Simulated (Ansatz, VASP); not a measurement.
# Two plane-wave programs on Ag

INCAR

```
PREC = Accurate
ENCUT = 520
EDIFF = 1E-6
ISMEAR = -1
SIGMA = 0.1
LREAL = False
LASPH = True
NELM = 80
ALGO = Normal
ISIF = 2
LWAVE = False
LCHARG = False
GGA = B5
ALDAX = 1.0
AGGAX = 1.0
AGGAC = 1.0
ALDAC = 0.0
NBANDS = 18
```

KPOINTS

```
regular mesh
0
Gamma
  13 13 7
```

File POSCAR:

```
Ag
1.0
    3.0257258452      0.0000000000      0.0000000000
   -1.5128629226      2.6203554469      0.0000000000
    0.0000000000      0.0000000000      4.8833325313
Ag
2
Direct
    0.3333333333      0.6666666667      0.2500000000
    0.6666666667      0.3333333333      0.7500000000
```

Input for Ansatz:

```yaml
crystal:
  lattice:
    - [3.0257258452, 0.0, 0.0]
    - [-1.5128629226, 2.6203554469, 0.0]
    - [0.0, 0.0, 4.8833325313]
  atoms:
    - { symbol: Ag, position: [0.3333333333, 0.6666666667, 0.25] }
    - { symbol: Ag, position: [0.6666666667, 0.3333333333, 0.75] }
hamiltonian:
  xc: blyp
  pseudopotentials:
    kind: paw
    azcp:
      Ag: "pseudopotentials/Ag.paw.azcp"
basis:
  ecutwfc: 420
  fft_grid_basis: typed
kpoints:
  mp_grid: { grid: [13, 13, 7], shift: [0, 0, 0] }
magnetization:
  spin_polarized: false
scf:
  occupations: { method: fermi_dirac, width: 0.1 }
  lower_state_search: "off"
output:
  stress: true
```

Alike in both runs: task single point; functional BLYP; k mesh 13 × 13 × 7; occupations fermi-dirac, width 0.1 eV; no spin polarisation.

|  | VASP | Ansatz |
| --- | --- | --- |
| version | VASP 6.6.1 | Ansatz 0.2.0 |
| potentials or method | VASP PAW PBE potentials, release 64 (Ag), cutoff 520 eV | plane waves (420 eV) with PAW, scalar-relativistic |
| valence electrons in the cell | 22 | 38 |

```tsv
	VASP	Ansatz	Ansatz less VASP
pressure (GPa)	-0.1	-0.2	-0.10
traceless stress, the component that is largest in VASP (GPa)	1.10	1.10	-0.003
```

VASP's potentials were made for PBE, not for BLYP. The functional is the same, so the differences come from potentials, cutoffs and numerics. VASP's potentials hold 22 valence electrons a cell and Ansatz's 38, so a difference there can come from the potentials and not from the codes.
